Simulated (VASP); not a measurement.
Runs of VASP 6.6.1 on Al. The structure is that of space group Fm-3m (No. 225), or close to it. The cells are those of the table. 

```csv
task,cell,k mesh,cutoff (eV),gap on the mesh (eV),pressure (GPa),relaxed volume (Å³/atom)
single point,"a = 3.065 Å, angles 60.0°, 1 atom",8 × 8 × 8,520,none,(a),-
single point,"a = 2.816 Å, angles 60.0°, 1 atom",18 × 18 × 18,520,none,0.0,-
relaxation of cell and atoms,"relaxed from a = 2.820 Å, angles 60.0°, 1 atom",18 × 18 × 18,600,none,0.1,15.77
single point,"a = 2.820 Å, angles 60.0°, 1 atom",8 × 8 × 8,500,none,-0.1,-
relaxation of cell and atoms,"relaxed from a = 3.065 Å, angles 60.0°, 1 atom",8 × 8 × 8,500,none,-0.1,15.85
```

Alike in all rows: level PBE+D3(BJ); potentials or basis VASP PAW PBE potentials, release 64 (Al); no spin polarisation; smearing gaussian 0.1 eV.

**Question.** Estimate the missing entries.

**Answer.** (a) -12.5.

Caveats: pairwise dispersion overbinds metals, which lowers pressure and volume; the volume moved by over 15 % at a fixed basis, so the end points are rough (some runs).

A gap of «none» marks levels without a gap at the run's occupations.
